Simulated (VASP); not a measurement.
Set up this calculation in VASP 6.6.1, as the native input.

| Item | Value |
| --- | --- |
| Task | single point |
| Functional | PBE |
| Potentials or basis | VASP PAW PBE potentials, release 64 (Ta_pv, Ga_d) |
| Cutoff | 520 eV |
| k mesh | 6 × 6 × 4 |
| Occupations | gaussian, width 0.1 eV |
| Spin | no spin polarisation |
| Dipole correction | no |
| Further INCAR settings | ALGO = Normal; EDIFF = 1e-06; NBANDS = 24 |

The structure of Ta2Ga lies in POSCAR:

```
Ta2Ga
1.0
    4.6711902325      0.0000000000      0.0000000000
   -2.3355951162      4.0453694073      0.0000000000
    0.0000000000      0.0000000000      2.8107123214
Ta Ga
2 1
Direct
    0.3333333333      0.6666666667      0.5000000000
    0.6666666667      0.3333333333      0.5000000000
    0.0000000000      0.0000000000      0.0000000000
```

These files were run (other wordings do the same):

INCAR

```
SYSTEM = Ta2Ga
PREC     = Accurate       ! precision mode
ENCUT    = 520            ! plane-wave cutoff, eV
EDIFF    = 1E-6           ! SCF threshold, eV
ISMEAR   = 0              ! smearing method
SIGMA    = 0.1            ! smearing width, eV
LREAL    = .False.        ! projectors in reciprocal space
LASPH    = .True.         ! aspherical terms in the spheres
NELM     = 80             ! most SCF steps
ALGO     = Normal         ! electronic algorithm
ISIF     = 2              ! what is computed and relaxed
LWAVE    = .False.        ! write WAVECAR
LCHARG   = .False.        ! write CHGCAR
GGA      = PE             ! functional
NBANDS   = 24             ! bands
```

KPOINTS

```
regular mesh
0
Gamma
  6 6 4
  0 0 0
```

Potentials or basis: VASP PAW PBE potentials, release 64 (Ta_pv, Ga_d).

Run with:

```console
$ cat potpaw_PBE.64/Ta_pv/POTCAR potpaw_PBE.64/Ga_d/POTCAR > POTCAR
$ mpirun -np 1 vasp_std > vasp.out
```

It gave:

| Item | Value |
| --- | --- |
| Pressure | 0.2 GPa |

Caveat: the k points lie up to 0.56 Å⁻¹ apart.

It took 14 s on 1 thread of Intel Xeon 6975P-C (shared host), peak memory 0.19 GiB.
